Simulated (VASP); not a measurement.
Here is a VASP 6.6.1 calculation.

File POSCAR:

```
SiC
1.0
    2.1781700297      2.1781700297      0.0000000000
   -2.1781700297      2.1781700297      0.0000000000
    0.0000000000      2.1781700297      2.1781700297
Si C
1 1
Direct
    0.0000000000      0.0000000000      0.0000000000
    0.7500000000      0.2500000000      0.5000000000
```

Contents of INCAR.step1:

```
ALGO = Normal ; EDIFF = 1E-4
ENCUT = 600 ; GGA = PE
ISMEAR = 0 ; LASPH = T
LCHARG = F ; LREAL = F
LWAVE = T ; NELM = 80
PREC = Accurate ; SIGMA = 0.01
```

File INCAR.step2:

```
ALGO = Normal ; EDIFF = 1E-7
EDIFFG = -0.002 ; ENCUT = 600
IBRION = 2 ; ISIF = 3
ISMEAR = 0 ; ISTART = 1
LASPH = T ; LCHARG = F
LMIXTAU = T ; LREAL = F
LWAVE = F ; METAGGA = R2SCAN
NELM = 80 ; NSW = 100
PREC = Accurate ; PSTRESS = -20.0
SIGMA = 0.01
```

Contents of KPOINTS:

```
k-points
0
Gamma
  10 10 10
```

Potentials or basis: VASP PAW PBE potentials, release 64 (Si, C).

Launch:

```bash
$ cat potpaw_PBE.64/Si/POTCAR potpaw_PBE.64/C/POTCAR > POTCAR
$ cp INCAR.step1 INCAR
$ mpirun -np 1 vasp_std > vasp.out
$ cp INCAR.step2 INCAR
$ mpirun -np 1 vasp_std > vasp.out
```

(1) Estimate the space group after relaxing (to 0.1 Å).

(2) Estimate the band gap on the k mesh.

Answers

(1) F-43m (No. 216).

(2) 1.73 eV (least direct gap 5.05 eV).

Caveat: the cell is relaxed towards a set pressure, so the run minimises the enthalpy, not the energy.
